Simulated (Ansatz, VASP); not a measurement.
**One calculation of SrCr2N2, two programs**

File POSCAR:

```
SrCr2N2
1.0
    3.3196892269      0.0000000000      0.0000000000
   -1.6598446134      2.8749352031      0.0000000000
    0.0000000000      0.0000000000      6.5462810131
Sr Cr N
1 2 2
Direct
    0.0000000000      0.0000000000      0.5000000000
    0.6666666667      0.3333333333      0.1164120000
    0.3333333333      0.6666666667      0.8835880000
    0.6666666667      0.3333333333      0.8091180000
    0.3333333333      0.6666666667      0.1908820000
```

Contents of INCAR.step1:

```
PREC = Accurate
ENCUT = 520
ISMEAR = 0
SIGMA = 0.1
LREAL = False
LASPH = True
NELM = 100
NBANDS = 30
GGA = PE
ALGO = Normal
EDIFF = 1E-4
LWAVE = True
LCHARG = False
```

The input INCAR.step2:

```
PREC = Accurate
ENCUT = 520
EDIFF = 1E-7
ISMEAR = 0
SIGMA = 0.1
LREAL = False
LASPH = True
NELM = 100
ALGO = Normal
ISIF = 2
LWAVE = False
LCHARG = False
METAGGA = R2SCAN
LMIXTAU = True
NBANDS = 30
ISTART = 1
```

Contents of KPOINTS:

```
Automatic mesh
0
Gamma
  12 12 6
```

Input for Ansatz:

```yaml
crystal:
  lattice:
    - [3.3196892269, 0.0, 0.0]
    - [-1.6598446134, 2.8749352031, 0.0]
    - [0.0, 0.0, 6.5462810131]
  atoms:
    - { symbol: Sr, position: [0.0, 0.0, 0.5] }
    - { symbol: Cr, position: [0.6666666667, 0.3333333333, 0.116412] }
    - { symbol: Cr, position: [0.3333333333, 0.6666666667, 0.883588] }
    - { symbol: "N", position: [0.6666666667, 0.3333333333, 0.809118] }
    - { symbol: "N", position: [0.3333333333, 0.6666666667, 0.190882] }
basis:
  ecutwfc: 500
kpoints:
  mp_grid: { grid: [12, 12, 6] }
hamiltonian:
  xc: r2scan
scf:
  occupations: { method: gaussian, width: 0.1 }
  lower_state_search: "off"
output:
  forces: true
  stress: true
  eigenvalues: true
```

Alike in both runs: task single point; functional r2SCAN; k mesh 12 × 12 × 6; occupations gaussian, width 0.1 eV; no spin polarisation.

|  | VASP | Ansatz |
| --- | --- | --- |
| version | VASP 6.6.1 | Ansatz 0.2.0 |
| potentials or method | VASP PAW PBE potentials, release 64 (Sr_sv, Cr_pv, N), cutoff 520 eV | scalar-relativistic, plane waves, PAW |
| valence electrons in the cell | 44 | 48 |

VASP gave:

```
gap on the k mesh at the Fermi level (eV)                     : none
pressure (GPa)                                                : -3.5
traceless stress, the component that is largest in VASP (GPa) : -0.05
rms of the force components (eV/Å)                            : 0.084
```

Question: What did Ansatz give for the same quantities?

Answer: gap on the k mesh at the Fermi level (eV): none; pressure (GPa): -4.4; traceless stress, the component that is largest in VASP (GPa): -0.11; rms of the force components (eV/Å): 0.124.

VASP's potentials were made for PBE, not for r2SCAN. Atom by atom the forces differ by 0.041 eV/Å (rms over components). A gap of «none» marks a metal or a gap that the smearing closes. The functional is the same, so the differences come from potentials, cutoffs and numerics. VASP's potentials hold 44 valence electrons a cell and Ansatz's 48, so a difference there can come from the potentials and not from the codes.
